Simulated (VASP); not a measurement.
A run of VASP 6.6.1 is set up as follows.

File INCAR:

```
PREC = Accurate
ENCUT = 520
EDIFF = 1E-6
ISMEAR = -1
SIGMA = 0.01
LREAL = False
LASPH = True
NELM = 150
ALGO = Normal
ISIF = 2
LWAVE = False
LCHARG = False
LNONCOLLINEAR = True
MAGMOM = 0 0 0 0 0 0
LORBIT = 11
LSORBIT = True
GGA_COMPAT = False
LORBMOM = True
GGA = PS
NBANDS = 32
```

File KPOINTS:

```
regular mesh
0
Gamma
  12 12 12
```

File POSCAR:

```
PbSe
1.0
    0.0000000000      3.0514739670      3.0514739670
    3.0514739670      0.0000000000      3.0514739670
    3.0514739670      3.0514739670      0.0000000000
Pb Se
1 1
Direct
    0.0000000000      0.0000000000      0.0000000000
    0.5000000000      0.5000000000      0.5000000000
```

Potentials or basis: VASP PAW PBE potentials, release 64 (Pb_d, Se).

The run is started by

```bash
$ cat potpaw_PBE.64/Pb_d/POTCAR potpaw_PBE.64/Se/POTCAR > POTCAR
$ mpirun -np 1 vasp_ncl > vasp.out
```

Predict the pressure.

-0.3 GPa.

What does it give for the net moment?

0.00 μB per cell.

Moments on the atoms (μB; x, y, z):
```
Pb  0.00 0.00 0.00
Se  0.00 0.00 0.00
```

Caveat: the PAW data sets were made with another functional, which shifts forces and pressure a little.
